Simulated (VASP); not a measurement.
# Ag3SnSe: single point with PBE

Ag3SnSe:

```
Ag Sn Se
1.0
     5.60367    0.00000    0.00000
    -2.80184    4.85292    0.00000
     0.00000    0.00000    5.77122
Ag Sn Se
3 1 1
Cartesian
  2.8018 0.0000 2.8856
  -1.4009 2.4265 2.8856
  1.4009 2.4265 2.8856
  0.0000 0.0000 0.0000
  0.0000 0.0000 2.8856
```

The cell was built from a structure type or drawn by symmetry, and may not be a known phase.

```yaml
Program: VASP 6.6.1
Task: single point
Functional: PBE
Potentials_or_basis: VASP PAW PBE potentials, release 64 (Ag, Sn_d, Se)
Cutoff: 520 eV
k_mesh: 12 × 12 × 8
Occupations: gaussian, width 0.1 eV
Spin: no spin polarisation
Dipole_correction: no
Further_INCAR_settings: ALGO = Normal; EDIFF = 1e-06; NBANDS = 34
```

```json
{
  "Pressure": "0.0 GPa",
  "Band gap on the k mesh": "zero (an odd number of electrons rules out a gap without spin polarisation)"
}
```

Levels at points of the mesh, in eV from the Fermi level:
| k point | band 23 | band 24 | band 25 | band 26 | band 27 | band 28 | band 29 | band 30 |
| --- | --- | --- | --- | --- | --- | --- | --- | --- |
| (0.00, 0.00, 0.00) | -3.36 | -3.36 | -2.58 | -2.22 | 1.12 | 1.12 | 1.46 | 2.67 |
| (0.50, 0.00, 0.00) | -3.40 | -3.32 | -2.01 | -1.39 | 0.60 | 1.02 | 2.26 | 2.38 |
| (0.00, 0.00, 0.50) | -3.36 | -2.58 | -2.19 | -1.16 | 0.63 | 0.63 | 1.38 | 1.47 |
| (0.50, 0.00, 0.50) | -3.40 | -1.88 | -1.27 | -1.15 | -0.84 | 0.18 | 1.19 | 2.36 |

Run time: 8.7 min on 1 thread of Oxide Virtual Turin-like Processor (shared host), peak memory 0.58 GiB.

Caveat: spin-orbit coupling is left out, which moves the levels of the heavy elements.
